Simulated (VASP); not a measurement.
# ZnS (P1) in VASP: single point with PBE

Aim: the single point of ZnS with PBE.

All numbers are computed with VASP 6.6.1; they aren't measurements. Logs are shortened: lines on timing, memory, paths and dates and some standing lists are left out, and cuts for length are marked.

### Step 1. The cell of the first run

The typed cell holds 8 atoms: a = 5.649 Å, b = 5.887 Å, c = 5.986 Å, α = 88.75°, β = 92.77°, γ = 93.52°.

### Step 2. Single point, PBE (atoms moved at random and the cell strained at random)

Contents of INCAR:

```
SYSTEM = ZnS
  PREC = Accurate
  ENCUT = 520
  EDIFF = 1E-7
  ISMEAR = 0
  SIGMA = 0.05
  LREAL = .False.
  LASPH = .True.
  NELM = 80
  ALGO = Normal
  ISIF = 2
  LWAVE = .False.
  LCHARG = .True.
  GGA = PE
  LELF = .True.
  LVHAR = .True.
  NBANDS = 46
```

Contents of KPOINTS:

```
Automatic mesh
0
Gamma
  6 6 6
  0 0 0
```

Contents of POSCAR:

```
ZnS
1.0
    5.6446383698      0.1761265499      0.1394847734
   -0.1761265499     -5.8844658966     -0.0625227605
   -0.1394847734     -0.0625227605     -5.9841061124
Zn S
4 4
Direct
    0.0245618111      0.4937044554      0.3970101895
    0.4116400754     -0.0085196489      0.5311310286
    0.4754053512      0.5942747346      0.0182286901
    0.0357009352      0.0055203131     -0.0049783058
    0.7413041766      0.6576072070      0.7297679508
    0.3365517926      0.1940722650      0.7648224852
    0.2419079867      0.7746541542      0.3255364256
    0.7329278711      0.2886865196      0.2384815361
```

Potentials or basis: VASP PAW PBE potentials, release 64 (Zn, S).

Launch:

```console
$ cat potpaw_PBE.64/Zn/POTCAR potpaw_PBE.64/S/POTCAR > POTCAR
$ mpirun -np 1 vasp_std > vasp.out
```

OUTCAR:

```text
SYSTEM = ZnS
   PREC = Accurate
   ENCUT = 520
   EDIFF = 1E-7
   ISMEAR = 0
   LREAL = .False.
   LASPH = .True.
   NELM = 80
   ISIF = 2
   GGA = PE

 ion  position               nearest neighbor table
   1  0.025  0.494  0.397-   7 2.05   8 2.17   5 2.84
   2  0.412  0.991  0.531-   6 1.94   7 1.97
   3  0.475  0.594  0.018-   5 2.35   7 2.60   8 2.67   6 2.88
   4  0.036  0.006  0.995-   6 2.44   7 2.64   8 2.92
   5  0.741  0.658  0.730-   3 2.35   1 2.84
   6  0.337  0.194  0.765-   2 1.94   4 2.44   3 2.88
   7  0.242  0.775  0.326-   2 1.97   1 2.05   3 2.60   4 2.64
   8  0.733  0.289  0.238-   1 2.17   3 2.67   4 2.92

  LATTYP: Found a triclinic cell.
 ALAT       =     8.0298954250
 B/A-ratio  =     0.7035095100
 C/A-ratio  =     1.0341737356
 COS(alpha) =     0.0086600075
 COS(beta)  =     0.5319598204
 COS(gamma) =     0.6675090274

  Lattice vectors:

 A1 = (  -5.5051535964,  -0.1136037894,   5.8446213390)
 A2 = (  -5.6446383698,  -0.1761265499,  -0.1394847734)
 A3 = (  -0.0366417765,  -5.8219431361,   5.9215833519)

Analysis of symmetry for initial positions (statically):
=====================================================================
 Subroutine PRICEL returns:
 Original cell was already a primitive cell.

 Routine SETGRP: Setting up the symmetry group for a
 triclinic supercell.

 Subroutine GETGRP returns: Found  1 space group operations
 (whereof  1 operations were pure point group operations)
 out of a pool of  2 trial point group operations.

The static configuration has the point symmetry C_1 .

Analysis of symmetry for dynamics (positions and initial velocities):
=====================================================================
 Subroutine PRICEL returns:
 Original cell was already a primitive cell.

 Routine SETGRP: Setting up the symmetry group for a
 triclinic supercell.

 Subroutine GETGRP returns: Found  1 space group operations
 (whereof  1 operations were pure point group operations)
 out of a pool of  2 trial point group operations.

The dynamic configuration has the point symmetry C_1 .

 Subroutine INISYM returns: Found  1 space group operations
 (whereof  1 operations are pure point group operations),
 and found     1 'primitive' translations

----------------------------------------------------------------------------------------

                                     Primitive cell

  volume of cell :     198.4471

  direct lattice vectors                    reciprocal lattice vectors
     5.644638370  0.176126550  0.139484773     0.177424449 -0.005267093 -0.004080592
    -0.176126550 -5.884465897 -0.062522760     0.005267093 -0.170114186  0.001654605
    -0.139484773 -0.062522760 -5.984106112     0.004080592  0.001654605 -0.167221739

  length of vectors
     5.649107796  5.887433103  5.986058057     0.177549511  0.170203749  0.167279703

  position of ions in fractional coordinates (direct lattice)
     0.024561811  0.493704455  0.397010190
     0.411640075  0.991480351  0.531131029
     0.475405351  0.594274735  0.018228690
     0.035700935  0.005520313  0.995021694
     0.741304177  0.657607207  0.729767951
     0.336551793  0.194072265  0.764822485
     0.241907987  0.774654154  0.325536426
     0.732927871  0.288686520  0.238481536

  ion indices of the primitive-cell ions
   primitive index   ion index
                 1           1
                 2           2
                 3           3
                 4           4
                 5           5
                 6           6
                 7           7
                 8           8

----------------------------------------------------------------------------------------

 KPOINTS: Automatic mesh

Automatic generation of k-mesh.
 Grid dimensions read from file:
 generate k-points for:    6    6    6

 Generating k-lattice:

  Cartesian coordinates                     Fractional coordinates (reciprocal lattice)
     0.029570742 -0.000877849 -0.000680099     0.166666667 -0.000000000 -0.000000000
     0.000877849 -0.028352364  0.000275767     0.000000000  0.166666667  0.000000000
     0.000680099  0.000275767 -0.027870290     0.000000000 -0.000000000  0.166666667

  Length of vectors
     0.029591585  0.028367292  0.027879950

  Shift w.r.t. Gamma in fractional coordinates (k-lattice)
     0.000000000  0.000000000  0.000000000

 Subroutine IBZKPT returns following result:
 ===========================================

 Found    112 irreducible k-points:

 Following reciprocal coordinates:
            Coordinates               Weight
  0.000000  0.000000  0.000000      1.000000
  0.166667  0.000000 -0.000000      2.000000
  0.333333  0.000000 -0.000000      2.000000
  0.500000  0.000000  0.000000      1.000000
 -0.000000  0.166667  0.000000      2.000000
  0.166667  0.166667  0.000000      2.000000
[... 16 lines left out ...]
  0.333333  0.000000  0.166667      2.000000
  0.500000  0.000000  0.166667      2.000000
 [... further k-points ...]
   k-points           NKPTS =    112   k-points in BZ     NKDIM =    112   number of bands    NBANDS=     46
   number of dos      NEDOS =    301   number of ions     NIONS =      8
   total plane-waves  NPLWV =  96768
   dimension x,y,z NGX =    42 NGY =   48 NGZ =   48
   dimension x,y,z NGXF=    84 NGYF=   96 NGZF=   96
   ions per type =               4   4
   NGX,Y,Z   is equivalent  to a cutoff of  12.36, 13.55, 13.33 a.u.
   NGXF,Y,Z  is equivalent  to a cutoff of  24.72, 27.11, 26.66 a.u.
 SYSTEM =  ZnS
   PREC   = accura    normal or accurate (medium, high low for compatibility)
   ISTART =      0    job   : 0-new  1-cont  2-samecut
   ICHARG =      2    charge: 1-file 2-atom 10-const
   ISPIN  =      1    spin polarized calculation?
   LNONCOLLINEAR =      F non collinear calculations
   LSORBIT =      F    spin-orbit coupling
   LASPH  =      T    aspherical Exc in radial PAW
   ENCUT  =  520.0 eV  38.22 Ry    6.18 a.u.  10.50 10.95 11.13*2*pi/ulx,y,z
   NELM   =     80;   NELMIN=  2; NELMDL= -5     # of ELM steps
   EDIFF  = 0.1E-06   stopping-criterion for ELM
   LREAL  =      F    real-space projection
   EDIFFG = 0.1E-05   stopping-criterion for IOM
   NSW    =      0    number of steps for IOM
   IBRION =     -1    ionic relax: 0-MD 1-quasi-New 2-CG
   NFREE  =      0    steps in history (QN), initial steepest desc. (CG)
   ISIF   =      2    stress and relaxation
   ISYM   =      2    0-nonsym 1-usesym 2-fastsym
   POTIM  = 0.5000    time-step for ionic-motion
   TEBEG  =    0.0;   TEEND  =   0.0 temperature during run
   PSTRESS=    0.0 pullay stress
   NELECT =      72.0000    total number of electrons
   NUPDOWN=      -1.0000    fix difference up-down
   EMIN   =  10.00;   EMAX   =-10.00  energy-range for DOS
   EFERMI =   0.00;   METHOD = LEGACY
   ISMEAR =     0;   SIGMA  =   0.05  broadening in eV -4-tet -1-fermi 0-gaus
   EFERMI_NEDOS =   21; number of points for ismear=-14 and -15
   IALGO  =     38    algorithm
   IMIX   =      4    mixing-type and parameters
     AMIX     =   0.40;   BMIX     =  1.00
     AMIX_MAG =   1.60;   BMIX_MAG =  1.00
  volume/ion in A,a.u.               =      24.81       167.40
  Fermi-wavevector in a.u.,A,eV,Ry     =   1.167627  2.206495 18.549540  1.363353
  Thomas-Fermi vector in A             =   2.304125
   LORBIT       =      0    0 simple, 1 ext, 2 COOP (PROOUT), +10 PAW based schemes
   GGA     = PE    functional components
   LHFCALC =     F    Hartree Fock is set to
   AEXX    =    0.0000 exact exchange contribution
   IVDW    =     0    specifies the selected vdW correction
   LEPSILON=     F    determine dielectric tensor
   LRPA    =     F    only Hartree local field effects (RPA)
 non-spin polarized calculation
 Gauss-broadening in eV      SIGMA  =   0.05
  energy-cutoff  :      520.00
  volume of cell :      198.45
 maximum number of plane-waves:      5368
   NGX = 21   NGY = 21   NGZ = 23

 number of electron      72.0000026 magnetization

 Free energy of the ion-electron system (eV)
  ---------------------------------------------------
  ext. energy  EPLUGINS =         0.00000000
  ---------------------------------------------------
  free energy    TOTEN  =       -21.44970328 eV

  energy without entropy =      -21.44970328  energy(sigma->0) =      -21.44970328

 E-fermi :   1.0880     XC(G=0):  -8.5946

 val. band max:        0.8503852951   @ k =   0.5000   0.5000   0.0000
 cond. band min:       1.3163194182   @ k =   0.0000   0.0000   0.0000
 fundamental gap:      0.4659341232
 Fermi energy:         1.0879684812

 k-point     1 :       0.0000    0.0000    0.0000
  band No.  band energies     occupation
      1     -13.1763      2.00000
      2     -11.5095      2.00000
      3     -10.7468      2.00000
      4      -9.9873      2.00000
      5      -7.2819      2.00000
      6      -6.6460      2.00000
[... 38 lines left out ...]
     45       6.8322      0.00000
     46       7.3387      0.00000

 k-point     2 :       0.1667    0.0000   -0.0000
  band No.  band energies     occupation
      1     -13.1680      2.00000
      2     -11.5091      2.00000
      3     -10.7565      2.00000
      4      -9.9899      2.00000
      5      -7.2886      2.00000
      6      -6.6372      2.00000
[... 38 lines left out ...]
     45       6.8683      0.00000
     46       7.1348      0.00000

 k-point     3 :       0.3333    0.0000   -0.0000
  band No.  band energies     occupation
      1     -13.1512      2.00000
      2     -11.5083      2.00000
      3     -10.7765      2.00000
      4      -9.9949      2.00000
      5      -7.3017      2.00000
      6      -6.6196      2.00000
[... 38 lines left out ...]
     45       7.0997      0.00000
     46       7.2400      0.00000

 k-point     4 :       0.5000    0.0000    0.0000
  band No.  band energies     occupation
      1     -13.1427      2.00000
      2     -11.5079      2.00000
      3     -10.7867      2.00000
      4      -9.9973      2.00000
      5      -7.3081      2.00000
      6      -6.6125      2.00000
[... 920 lines left out ...]
     45       6.9226      0.00000
     46       7.2874      0.00000

 k-point    23 :       0.3333    0.0000    0.1667
  band No.  band energies     occupation
      1     -13.1434      2.00000
      2     -11.5186      2.00000
      3     -10.7654      2.00000
      4     -10.0090      2.00000
      5      -7.2992      2.00000
      6      -6.6377      2.00000
[... 38 lines left out ...]
     45       7.0157      0.00000
     46       7.2660      0.00000

 k-point    24 :       0.5000    0.0000    0.1667
  band No.  band energies     occupation
      1     -13.1362      2.00000
      2     -11.5118      2.00000
      3     -10.7812      2.00000
      4     -10.0116      2.00000
      5      -7.3010      2.00000
      6      -6.6295      2.00000
[... 38 lines left out ...]
     45       7.1517      0.00000
     46       7.2817      0.00000

 [... further k-points ...]
[... 5 lines left out ...]
  --------------------------------------------------------------------------------------
  -------------------------------------------------------------------------------------
  Total       -3.5595112      4.7583718      1.4997200     -5.9631934      6.4832149     -3.2694734
  in kB      -28.7379838     38.4170756     12.1081035    -48.1442937     52.3427272    -26.3963416
  external PRESSURE =       7.2623984 kB  Pullay stress =       0.0000000 kB

 VOLUME and BASIS-vectors are now :
 -----------------------------------------------------------------------------
  energy-cutoff  :      520.00
  volume of cell :      198.45
      direct lattice vectors                 reciprocal lattice vectors
     5.644638370  0.176126550  0.139484773     0.177424449 -0.005267093 -0.004080592
    -0.176126550 -5.884465897 -0.062522760     0.005267093 -0.170114186  0.001654605
    -0.139484773 -0.062522760 -5.984106112     0.004080592  0.001654605 -0.167221739

 POSITION                                       TOTAL-FORCE (eV/Angst)
 -----------------------------------------------------------------------------------
     -0.00369     -2.92568     -2.40319        -1.919894      1.797377     -1.355602
      2.07485     -5.79504     -3.18292         3.919273      0.391674      0.385611
      2.57628     -3.41440     -0.07993         1.262298      0.567808      0.115892
      0.06176     -0.08841     -5.94968        -0.521887      0.065442      0.630873
      3.96678     -3.78473     -4.30472        -0.053404     -1.597544     -0.945957
      1.75885     -1.13055     -4.54197        -2.347651     -3.358498     -4.265145
      1.18364     -4.53617     -1.96274        -0.284177      1.158319      5.063859
      4.05300     -1.58459     -1.34292        -0.054558      0.975422      0.370468
 -----------------------------------------------------------------------------------
    total drift:                                0.000585     -0.000156     -0.000446

  FREE ENERGIE OF THE ION-ELECTRON SYSTEM (eV)
  ---------------------------------------------------
  free  energy   TOTEN  =       -21.4497032766 eV

  energy  without entropy=      -21.4497032766  energy(sigma->0) =      -21.44970328
```

It took 12 min on 1 thread of AMD EPYC 9R45 (Zen 5), shared host; peak memory 0.79 GiB.

What came out:

| Quantity | Value |
| --- | --- |
| Free energy | -21.4497 eV |
| Pressure | 0.7 GPa |
| Largest force | 5.915 eV/Å |
| Band gap on the k mesh | 0.47 eV (least direct gap 0.57 eV) |

Forces in eV/Å, atoms in the order of the input:
```
Zn  -1.920  1.797 -1.356
Zn   3.919  0.392  0.386
Zn   1.262  0.568  0.116
Zn  -0.522  0.065  0.631
S   -0.053 -1.598 -0.946
S   -2.348 -3.358 -4.265
S   -0.284  1.158  5.064
S   -0.055  0.975  0.370
```

Caveat: the cell differs from its parent crystal (atoms moved at random and the cell strained at random); the stress differs along the axes, from -3 to 4 GPa; semilocal functionals underestimate gaps, and a narrow one can read as zero; forces of over 1 eV/Å act on the atoms, so gaps and moduli don't describe the material at rest.
